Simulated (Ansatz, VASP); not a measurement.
## PbS: VASP beside Ansatz

The input POSCAR:

```
PbS
1.0
    4.1167825667      0.0000000000      0.0000000000
   -2.0583912833      3.5652382846      0.0000000000
    0.0000000000      0.0000000000      3.8132549298
Pb S
1 1
Direct
    0.0000000000      0.0000000000      0.0000000000
    0.6666666667      0.3333333333      0.5000000000
```

File INCAR.step1:

```
PREC = Accurate ; ENCUT = 520
EDIFF = 1E-5 ; ISMEAR = -1
SIGMA = 0.05 ; LREAL = False
LASPH = True ; NELM = 80
ALGO = Normal ; ISIF = 2
LWAVE = True ; LCHARG = False
NBANDS = 17 ; GGA = PE
```

Contents of INCAR.step2:

```
PREC = Accurate ; ENCUT = 520
EDIFF = 1E-6 ; ISMEAR = -1
SIGMA = 0.05 ; LREAL = False
LASPH = True ; NELM = 80
ALGO = Normal ; ISIF = 2
LWAVE = False ; LCHARG = False
GGA = PE ; LHFCALC = True
HFSCREEN = 0.2079 ; PRECFOCK = Normal
NBANDS = 17 ; ISTART = 1
```

File KPOINTS:

```
regular mesh
0
Gamma
  4 4 4
```

Contents of input:

```
crystal:
  lattice:
    - [4.1167825667, 0.0, 0.0]
    - [-2.0583912833, 3.5652382846, 0.0]
    - [0.0, 0.0, 3.8132549298]
  atoms:
    - { symbol: Pb, position: [0.0, 0.0, 0.0] }
    - { symbol: S, position: [0.6666666667, 0.3333333333, 0.5] }
hamiltonian:
  xc: hse06
  pseudopotentials: { kind: paw }
kpoints:
  mp_grid: { grid: [4, 4, 4] }
scf:
  occupations: { method: fermi_dirac, width: 0.05 }
output:
  forces: true
  stress: true
  eigenvalues: true
```

Alike in both runs: task single point; functional HSE06; k mesh 4 × 4 × 4; occupations fermi-dirac, width 0.05 eV; no spin polarisation.

```csv
,VASP,Ansatz
version,VASP 6.6.1,Ansatz 0.2.0
potentials or method,"VASP PAW PBE potentials, release 64 (Pb_d, S)",Ansatz PAW
plane-wave cutoff (eV),520,420
valence electrons in the cell,20,20
```

VASP gave:

```
gap on the k mesh at the Fermi level (eV)                     : 0.74
least direct gap on the mesh (eV)                             : 1.37
pressure (GPa)                                                : -2.1
traceless stress, the component that is largest in VASP (GPa) : -0.08
```

Which values does Ansatz return?

gap on the k mesh at the Fermi level (eV): 0.74; least direct gap on the mesh (eV): 1.37; pressure (GPa): -2.1; traceless stress, the component that is largest in VASP (GPa): -0.07.

The k mesh is coarse, so the values compare programs but aren't converged. Neither program's run includes spin-orbit coupling.
